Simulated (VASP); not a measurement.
# WC (Fm-3m) in VASP: notebook

The runs below take WC through single point, with PBEsol+U, r2SCAN.

Program: VASP 6.6.1. These are calculated values, not measurements. Logs are shortened: lines on timing, memory, paths and dates and some standing lists are left out, and cuts for length are marked.

### 1 The cell of the first run

It takes space group Fm-3m (No. 225, cubic). The conventional cell has a = 4.346 Å, b = 4.346 Å, c = 4.346 Å, α = 90.00°, β = 90.00°, γ = 90.00°. Within 2.9 Å of W (site symmetry m-3m) lie 6 C at 2.17 Å. Within 2.9 Å of C (site symmetry m-3m) lie 6 W at 2.17 Å.

### 2 Single point, PBEsol+U

INCAR reads:

```
SYSTEM = WC
ALGO = Normal
EDIFF = 1E-6
ENCUT = 910
GGA = PS
GGA_COMPAT = .FALSE.
ISIF = 2
ISMEAR = -1
LASPH = .TRUE.
LCHARG = .FALSE.
LDAU = .TRUE.
LDAUJ = 0 0
LDAUL = 2 -1
LDAUPRINT = 1
LDAUTYPE = 2
LDAUU = 2 0
LMAXMIX = 4
LREAL = .FALSE.
LWAVE = .FALSE.
NBANDS = 16
NELM = 200
PREC = Accurate
SIGMA = 0.05
```

KPOINTS reads:

```
k-points
0
G
  10 10 10
  0 0 0
```

POSCAR reads:

```
WC
1.0
    0.0000000000      2.1728953809      2.1728953809
    2.1728953809      0.0000000000      2.1728953809
    2.1728953809      2.1728953809      0.0000000000
W C
1 1
Direct
    0.0000000000      0.0000000000      0.0000000000
    0.5000000000      0.5000000000      0.5000000000
```

Potentials or basis: VASP PAW PBE potentials, release 64 (W_sv, C_h).

Command:

```console
$ cat potpaw_PBE.64/W_sv/POTCAR potpaw_PBE.64/C_h/POTCAR > POTCAR
$ mpirun -np 1 vasp_std > vasp.out
```

OUTCAR:

```text
SYSTEM = WC
   EDIFF = 1E-6
   ENCUT = 910
   GGA = PS
   ISIF = 2
   ISMEAR = -1
   LASPH = .TRUE.
   LREAL = .FALSE.
   NELM = 200
   PREC = Accurate

 ion  position               nearest neighbor table
   1  0.000  0.000  0.000-   2 2.17   2 2.17   2 2.17   2 2.17   2 2.17   2 2.17
   2  0.500  0.500  0.500-   1 2.17   1 2.17   1 2.17   1 2.17   1 2.17   1 2.17

  LATTYP: Found a face centered cubic cell.
 ALAT       =     4.3457907618

  Lattice vectors:

 A1 = (   0.0000000000,   2.1728953809,   2.1728953809)
 A2 = (   2.1728953809,   0.0000000000,   2.1728953809)
 A3 = (   2.1728953809,   2.1728953809,   0.0000000000)

Analysis of symmetry for initial positions (statically):
=====================================================================
 Subroutine PRICEL returns:
 Original cell was already a primitive cell.

 Routine SETGRP: Setting up the symmetry group for a
 face centered cubic supercell.

 Subroutine GETGRP returns: Found 48 space group operations
 (whereof 48 operations were pure point group operations)
 out of a pool of 48 trial point group operations.

The static configuration has the point symmetry O_h .

Analysis of symmetry for dynamics (positions and initial velocities):
=====================================================================
 Subroutine PRICEL returns:
 Original cell was already a primitive cell.

 Routine SETGRP: Setting up the symmetry group for a
 face centered cubic supercell.

 Subroutine GETGRP returns: Found 48 space group operations
 (whereof 48 operations were pure point group operations)
 out of a pool of 48 trial point group operations.

The dynamic configuration has the point symmetry O_h .

 Subroutine INISYM returns: Found 48 space group operations
 (whereof 48 operations are pure point group operations),
 and found     1 'primitive' translations

----------------------------------------------------------------------------------------

                                     Primitive cell

  volume of cell :      20.5185

  direct lattice vectors                    reciprocal lattice vectors
[... 130 lines left out ...]
 onsite density matrix

spin component  1

  0.3401 -0.0000  0.0000  0.0000  0.0000
 -0.0000  0.3401  0.0000 -0.0000 -0.0000
  0.0000  0.0000  0.3532  0.0000 -0.0000
  0.0000 -0.0000  0.0000  0.3401  0.0000
  0.0000 -0.0000 -0.0000  0.0000  0.3532

spin component  2

  0.3401 -0.0000  0.0000  0.0000  0.0000
 -0.0000  0.3401  0.0000 -0.0000 -0.0000
  0.0000  0.0000  0.3532  0.0000 -0.0000
  0.0000 -0.0000  0.0000  0.3401  0.0000
  0.0000 -0.0000 -0.0000  0.0000  0.3532

 occupancies and eigenvectors

  o =  0.3401  v =  1.0000  0.0000  0.0000  0.0000  0.0000  0.0000  0.0000  0.0000  0.0000  0.0000      0.0000  0.0000  0.0000  0.0000  0.0000  0.0000  0.0000  0.0000  0.0000  0.0000
  o =  0.3401  v =  0.0000  0.0000  0.0000  0.0000  0.0000  1.0000  0.0000  0.0000  0.0000  0.0000      0.0000  0.0000  0.0000  0.0000  0.0000  0.0000  0.0000  0.0000  0.0000  0.0000
  o =  0.3401  v =  0.0000 -0.0354  0.0000  0.9994 -0.0000  0.0000  0.0000  0.0000  0.0000  0.0000      0.0000  0.0000  0.0000  0.0000  0.0000  0.0000  0.0000  0.0000  0.0000  0.0000
  o =  0.3401  v =  0.0000  0.0000  0.0000  0.0000  0.0000  0.0000 -0.0354  0.0000  0.9994 -0.0000      0.0000  0.0000  0.0000  0.0000  0.0000  0.0000  0.0000  0.0000  0.0000  0.0000
  o =  0.3401  v =  0.0000 -0.9994 -0.0000 -0.0354  0.0000  0.0000  0.0000  0.0000  0.0000  0.0000      0.0000  0.0000  0.0000  0.0000  0.0000  0.0000  0.0000  0.0000  0.0000  0.0000
  o =  0.3401  v =  0.0000  0.0000  0.0000  0.0000  0.0000  0.0000 -0.9994 -0.0000 -0.0354  0.0000      0.0000  0.0000  0.0000  0.0000  0.0000  0.0000  0.0000  0.0000  0.0000  0.0000
  o =  0.3532  v =  0.0000 -0.0000  0.9995 -0.0000  0.0308  0.0000  0.0000  0.0000  0.0000  0.0000      0.0000  0.0000  0.0000  0.0000  0.0000  0.0000  0.0000  0.0000  0.0000  0.0000
  o =  0.3532  v =  0.0000  0.0000  0.0000  0.0000  0.0000  0.0000 -0.0000  0.9995 -0.0000  0.0308      0.0000  0.0000  0.0000  0.0000  0.0000  0.0000  0.0000  0.0000  0.0000  0.0000
  o =  0.3532  v =  0.0000  0.0000  0.0000  0.0000  0.0000  0.0000 -0.0000  0.0308 -0.0000 -0.9995      0.0000  0.0000  0.0000  0.0000  0.0000  0.0000  0.0000  0.0000  0.0000  0.0000
  o =  0.3532  v =  0.0000 -0.0000  0.0308 -0.0000 -0.9995  0.0000  0.0000  0.0000  0.0000  0.0000      0.0000  0.0000  0.0000  0.0000  0.0000  0.0000  0.0000  0.0000  0.0000  0.0000

 number of electron      18.0000001 magnetization

 Free energy of the ion-electron system (eV)
  ---------------------------------------------------
  ext. energy  EPLUGINS =         0.00000000
  ---------------------------------------------------
  free energy    TOTEN  =       -20.75337827 eV

  energy without entropy =      -20.74694281  energy(sigma->0) =      -20.75016054

 E-fermi :  13.2351     XC(G=0): -14.0363

 val. band max:       13.2119181193   @ k =  -0.1000   0.1000   0.0000
 cond. band min:      13.2953031166   @ k =  -0.3000   0.3000   0.1000
 fundamental gap:      0.0833849973
 Fermi energy:        13.2350801823

 k-point     1 :       0.0000    0.0000    0.0000
  band No.  band energies     occupation
      1     -62.4697      2.00000
      2     -26.4518      2.00000
      3     -26.4518      2.00000
      4     -26.4518      2.00000
      5      -2.9724      2.00000
      6      10.3423      2.00000
[... 433 lines left out ...]
      3     -26.6475      2.00000
      4     -26.6278      2.00000
      5      -0.3963      2.00000
      6       5.8773      2.00000
[... 8 lines left out ...]
     15      25.0097      0.00000
     16      28.7372      0.00000

 [... further k-points ...]
[... 5 lines left out ...]
  --------------------------------------------------------------------------------------
  -------------------------------------------------------------------------------------
  Total        0.5839865      0.5839865      0.5839865      0.0000000      0.0000000     -0.0000000
  in kB       45.6002200     45.6002200     45.6002200      0.0000000      0.0000000     -0.0000000
  external PRESSURE =      45.6002200 kB  Pullay stress =       0.0000000 kB

 VOLUME and BASIS-vectors are now :
 -----------------------------------------------------------------------------
  energy-cutoff  :      910.00
  volume of cell :       20.52
      direct lattice vectors                 reciprocal lattice vectors
     0.000000000  2.172895381  2.172895381    -0.230107719  0.230107719  0.230107719
     2.172895381  0.000000000  2.172895381     0.230107719 -0.230107719  0.230107719
     2.172895381  2.172895381  0.000000000     0.230107719  0.230107719 -0.230107719

 POSITION                                       TOTAL-FORCE (eV/Angst)
 -----------------------------------------------------------------------------------
      0.00000      0.00000      0.00000        -0.000000      0.000000      0.000000
      2.17290      2.17290      2.17290         0.000000     -0.000000     -0.000000
 -----------------------------------------------------------------------------------
    total drift:                               -0.000000      0.000000      0.000000

  FREE ENERGIE OF THE ION-ELECTRON SYSTEM (eV)
  ---------------------------------------------------
  free  energy   TOTEN  =       -20.7533782655 eV

  energy  without entropy=      -20.7469428071  energy(sigma->0) =      -20.75016054
```

OSZICAR:

```text
N       E                     dE             d eps       ncg     rms          rms(c)
DAV:   1     0.151862468730E+03    0.15186E+03   -0.13194E+04  1504   0.187E+03
DAV:   2    -0.189449942209E+02   -0.17081E+03   -0.16369E+03  1888   0.434E+02
DAV:   3    -0.242212176415E+02   -0.52762E+01   -0.52385E+01  1600   0.671E+01
DAV:   4    -0.242550571229E+02   -0.33839E-01   -0.33835E-01  1952   0.597E+00
DAV:   5    -0.242552753195E+02   -0.21820E-03   -0.21820E-03  1640   0.475E-01    0.333E+01
DAV:   6    -0.208439896424E+02    0.34113E+01   -0.81056E+00  2120   0.275E+01    0.888E+00
DAV:   7    -0.207851162528E+02    0.58873E-01   -0.42245E-01  1536   0.540E+00    0.638E+00
DAV:   8    -0.207552154018E+02    0.29901E-01   -0.81194E-02  1728   0.233E+00    0.114E+00
DAV:   9    -0.207534177960E+02    0.17976E-02   -0.39118E-03  1672   0.514E-01    0.148E-01
DAV:  10    -0.207533804782E+02    0.37318E-04   -0.43337E-04  1760   0.256E-01    0.273E-02
DAV:  11    -0.207533789608E+02    0.15173E-05   -0.16704E-05  1792   0.395E-02    0.869E-03
DAV:  12    -0.207533782655E+02    0.69537E-06   -0.17476E-06  1416   0.116E-02
   1 F= -.20753378E+02 E0= -.20750161E+02  d E =-.643546E-02
```

stdout:

```text
POSCAR found type information on POSCAR W C
 POSCAR found :  2 types and       2 ions
 scaLAPACK will be used
 -----------------------------------------------------------------------------
|                                                                             |
|                                                                             |
|     You enforced a specific xc type in the INCAR file but a different       |
|     I HOPE YOU KNOW WHAT YOU ARE DOING!                                     |
|                                                                             |
 -----------------------------------------------------------------------------

 LDA part: xc-table for (Slater+PW92), standard interpolation
 POSCAR, INCAR and KPOINTS ok, starting setup
 FFT: planning ... GRIDC
 FFT: planning ... GRID_SOFT
 FFT: planning ... GRID
 WAVECAR not read
 entering main loop
```

Wall time 30 s (1 thread of Intel Xeon Platinum 8488C (Sapphire Rapids), shared host); peak memory 0.2 GiB.

Results:

| Item | Value |
| --- | --- |
| Free energy | -20.7534 eV |
| Pressure | 4.6 GPa |
| Band gap on the k mesh | zero (band 9 reaches 14.33 eV, above the bottom of band 10 at 10.97 eV) |

Levels at points of the mesh, in eV from the Fermi level:
```csv
k point,band 5,band 6,band 7,band 8,band 9,band 10,band 11,band 12,band 13,band 14
"(0.00, 0.00, 0.00)",-16.21,-2.89,-2.89,-2.89,-1.23,-1.23,-1.23,-1.03,-1.03,6.66
"(0.50, 0.00, 0.00)",-11.35,-10.20,-6.84,-6.84,1.09,1.09,2.38,4.73,9.04,9.04
"(0.50, 0.50, 0.00)",-13.87,-6.06,-5.85,-2.69,-2.69,0.88,2.39,2.39,5.54,7.51
```

Eigenvalues of the final occupation matrices:
```csv
site,spin,trace,eigenvalues
site 1 d,1,1.73,0.34 0.34 0.34 0.35 0.35
site 1 d,2,1.73,0.34 0.34 0.34 0.35 0.35
```

Caveat: the cutoff is under 1.25 times the usual one of these potentials, so pressure, stress and relaxed cells hold a basis-set (Pulay) error; the PAW data sets were made with another functional, which shifts forces and pressure a little; spin-orbit coupling is left out, which moves the levels of the heavy elements; U without spin polarisation on a metal has little footing; the U is typed as a test and isn't derived for this compound.

### 3 Single point, r2SCAN

This run uses another cell than the first one, of 10.12 Å³/atom, 0.986 times its volume.

POSCAR reads:

```
WC
1.0
    0.0000000000      2.1630495024      2.1630495024
    2.1630495024      0.0000000000      2.1630495024
    2.1630495024      2.1630495024      0.0000000000
W C
1 1
Direct
    0.0000000000      0.0000000000      0.0000000000
    0.5000000000      0.5000000000      0.5000000000
```

INCAR.step1 reads:

```
PREC = Accurate
ENCUT = 910
ISMEAR = -1
SIGMA = 0.05
LREAL = False
LASPH = True
NELM = 120
NBANDS = 16
GGA = PE
ALGO = Normal
EDIFF = 1E-5
LWAVE = True
LCHARG = False
GGA_COMPAT = False
```

INCAR.step2 reads:

```
PREC = Accurate
ENCUT = 910
EDIFF = 1E-6
ISMEAR = -1
SIGMA = 0.05
LREAL = False
LASPH = True
NELM = 120
ALGO = Normal
ISIF = 2
LWAVE = False
LCHARG = True
METAGGA = R2SCAN
LMIXTAU = True
LELF = True
LVHAR = True
NBANDS = 16
ISTART = 1
GGA_COMPAT = False
```

KPOINTS reads:

```
regular mesh
0
Gamma
  10 10 10
```

Potentials or basis: VASP PAW PBE potentials, release 64 (W_sv, C_h).

Command:

```console
$ cat potpaw_PBE.64/W_sv/POTCAR potpaw_PBE.64/C_h/POTCAR > POTCAR
$ cp INCAR.step1 INCAR
$ mpirun -np 1 vasp_std > vasp.out
$ cp INCAR.step2 INCAR
$ mpirun -np 1 vasp_std > vasp.out
```

OUTCAR:

```text
PREC = Accurate
   ENCUT = 910
   EDIFF = 1E-6
   ISMEAR = -1
   LREAL = False
   LASPH = True
   NELM = 120
   ISIF = 2
   METAGGA = R2SCAN
   ISTART = 1

 ion  position               nearest neighbor table
   1  0.000  0.000  0.000-   2 2.16   2 2.16   2 2.16   2 2.16   2 2.16   2 2.16
   2  0.500  0.500  0.500-   1 2.16   1 2.16   1 2.16   1 2.16   1 2.16   1 2.16

  LATTYP: Found a face centered cubic cell.
 ALAT       =     4.3260990048

  Lattice vectors:

 A1 = (   0.0000000000,   2.1630495024,   2.1630495024)
[... 190 lines left out ...]
      6      10.3769      2.00000
[... 433 lines left out ...]
      3     -27.5989      2.00000
      4     -27.5769      2.00000
      5      -1.1745      2.00000
      6       5.7370      2.00000
[... 8 lines left out ...]
     15      26.3081      0.00000
     16      30.0342      0.00000

 [... further k-points ...]
[... 5 lines left out ...]
  --------------------------------------------------------------------------------------
  -------------------------------------------------------------------------------------
  Total        1.5576911      1.5576911      1.5576911      0.0000000      0.0000000      0.0000000
  in kB      123.2998496    123.2998496    123.2998496      0.0000000      0.0000000      0.0000000
  external PRESSURE =     123.2998496 kB  Pullay stress =       0.0000000 kB

 VOLUME and BASIS-vectors are now :
 -----------------------------------------------------------------------------
  energy-cutoff  :      910.00
  volume of cell :       20.24
      direct lattice vectors                 reciprocal lattice vectors
     0.000000000  2.163049502  2.163049502    -0.231155135  0.231155135  0.231155135
     2.163049502  0.000000000  2.163049502     0.231155135 -0.231155135  0.231155135
     2.163049502  2.163049502  0.000000000     0.231155135  0.231155135 -0.231155135

 POSITION                                       TOTAL-FORCE (eV/Angst)
 -----------------------------------------------------------------------------------
      0.00000      0.00000      0.00000        -0.000000      0.000000     -0.000000
      2.16305      2.16305      2.16305         0.000000     -0.000000      0.000000
 -----------------------------------------------------------------------------------
    total drift:                               -0.000000      0.000000      0.000000

  FREE ENERGIE OF THE ION-ELECTRON SYSTEM (eV)
  ---------------------------------------------------
  free  energy   TOTEN  =       -60.6302029861 eV

  energy  without entropy=      -60.6245826900  energy(sigma->0) =      -60.62739284
```

OSZICAR.step1:

```text
N       E                     dE             d eps       ncg     rms          rms(c)
DAV:   1     0.150559733436E+03    0.15056E+03   -0.13134E+04  1504   0.189E+03
DAV:   2    -0.196024240339E+02   -0.17016E+03   -0.16316E+03  1952   0.435E+02
DAV:   3    -0.249935570598E+02   -0.53911E+01   -0.53566E+01  1544   0.682E+01
DAV:   4    -0.250270532426E+02   -0.33496E-01   -0.33492E-01  2008   0.612E+00
DAV:   5    -0.250272720398E+02   -0.21880E-03   -0.21880E-03  1616   0.480E-01    0.334E+01
DAV:   6    -0.216233783381E+02    0.34039E+01   -0.82907E+00  2096   0.278E+01    0.890E+00
DAV:   7    -0.215670149054E+02    0.56363E-01   -0.47554E-01  1544   0.575E+00    0.679E+00
DAV:   8    -0.215422791471E+02    0.24736E-01   -0.68435E-02  1768   0.241E+00    0.142E+00
DAV:   9    -0.215405327405E+02    0.17464E-02   -0.30212E-03  1656   0.492E-01    0.893E-02
DAV:  10    -0.215405027243E+02    0.30016E-04   -0.36296E-04  1824   0.213E-01    0.408E-02
DAV:  11    -0.215405050470E+02   -0.23226E-05   -0.14613E-05  1384   0.363E-02
   1 F= -.21540505E+02 E0= -.21537407E+02  d E =-.619695E-02
```

It took 64 s on 1 thread of Intel Xeon 6975P-C (Granite Rapids), shared host; peak memory 0.2 GiB.

What came out:

- Free energy: -60.6302 eV
- Pressure: 12.3 GPa
- Band gap on the k mesh: zero (band 9 reaches 14.56 eV, above the bottom of band 10 at 11.03 eV)

Caveat: the cutoff is under 1.25 times the usual one of these potentials, so pressure, stress and relaxed cells hold a basis-set (Pulay) error; the PAW data sets were made with another functional, which shifts forces and pressure a little; spin-orbit coupling is left out, which moves the levels of the heavy elements.
